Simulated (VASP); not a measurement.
The system is SiB2.

```
Si B
1.0
     1.48639    2.57450    0.00000
    -1.48639    2.57450    0.00000
     0.00000    0.00000    7.66567
Si B
2 4
Direct
  0.33330 0.33340 0.25000
  0.66660 0.66670 0.75000
  0.33330 0.33340 0.54800
  0.66660 0.66670 0.04800
  0.33330 0.33340 0.95200
  0.66670 0.66670 0.45200
```

- Program: VASP 6.6.1
- Task: relaxation of cell and atoms
- Functional: LDA
- Potentials or basis: VASP PAW LDA potentials, release 64 (Si, B)
- Cutoff: 600 eV
- k mesh: 6 × 6 × 4
- Occupations: fermi-dirac, width 0.0166 eV
- Spin: no spin polarisation

At the start: pressure -18.2 GPa; volume 9.78 Å³/atom.

Q: How do energy, volume and symmetry change on relaxing?

A: Over 12 steps the energy falls by 230.7 meV/atom and the volume is 9.01 Å³/atom (-7.9 %); space group P6_3/mmc (No. 194, to 0.05 Å).

The path:
```csv
step,energy change (eV),largest force (eV/Å),pressure (GPa),volume (Å³)
1,0.0000,2.1548,-18.22,58.67
2,-1.0630,0.2019,14.82,49.55
3,-1.2329,0.8230,4.62,51.59
4,-1.2329,0.7654,5.34,51.46
5,-1.3480,0.1925,2.55,52.90
6,-1.3600,0.1937,1.26,53.87
7,-1.3441,0.0810,-3.68,55.34
8,-1.3815,0.0575,-1.07,54.48
9,-1.3816,0.0542,-1.13,54.50
10,-1.3840,0.0373,0.30,53.96
11,-1.3840,0.0396,0.14,54.02
12,-1.3842,0.0034,-0.07,54.03
```

Final structure:
```yaml
crystal:
  lattice:
    - [1.47553, 2.55569, 0.00000]
    - [-1.47554, 2.55570, 0.00000]
    - [0.00000, 0.00001, 7.16447]
  atoms:
    - { symbol: Si, position: [0.33331, 0.33339, 0.25000] }
    - { symbol: Si, position: [0.66661, 0.66671, 0.75000] }
    - { symbol: B, position: [0.33334, 0.33338, 0.52722] }
    - { symbol: B, position: [0.66660, 0.66672, 0.02722] }
    - { symbol: B, position: [0.33327, 0.33338, 0.97278] }
    - { symbol: B, position: [0.66667, 0.66672, 0.47278] }
```

Caveat: the k points lie up to 0.41 Å⁻¹ apart in the final cell.
